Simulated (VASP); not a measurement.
TiAl, 2 atoms in the cell. It takes space group P4/mmm (No. 123, tetragonal). Conventional cell: a = 3.156 Å, b = 3.156 Å, c = 3.272 Å, α = 90.00°, β = 90.00°, γ = 90.00°. Within 3.6 Å of Ti (site symmetry 4/mmm) lie 8 Al at 2.77 Å and 6 Ti at 3.16 to 3.27 Å. Al (site symmetry 4/mmm) has 8 Ti at 2.77 Å and 6 Al at 3.16 to 3.27 Å within 3.6 Å.  This cell differs from its parent crystal: normal strain along x +0.0000, normal strain along y +0.0367.

```yaml
Program: VASP 6.6.1
Task: single point
Functional: PBEsol
Potentials_or_basis: VASP PAW PBE potentials, release 64 (Ti_sv, Al)
Cutoff: 520 eV
k_mesh: 14 × 14 × 14
Occupations: gaussian, width 0.15 eV
Spin: no spin polarisation
Dipole_correction: no
Further_INCAR_settings: ALGO = Normal; EDIFF = 1e-06; NBANDS = 14
```

Potentials or basis: VASP PAW PBE potentials, release 64 (Ti_sv, Al).

Command:

```sh
$ cat potpaw_PBE.64/Ti_sv/POTCAR potpaw_PBE.64/Al/POTCAR > POTCAR
$ mpirun -np 1 vasp_std > vasp.out
```

Hardware: 1 thread of Intel(R) Xeon(R) Platinum 8259CL CPU @ 2.50GHz (Skylake/Cascade Lake) (shared host).

Question: Estimate the wall time of this run.

Answer: Wall time 44 s on 1 thread of Intel(R) Xeon(R) Platinum 8259CL CPU @ 2.50GHz (Skylake/Cascade Lake), on a shared host, peak memory 0.24 GiB. Counts: scf iterations 12, k points 288.
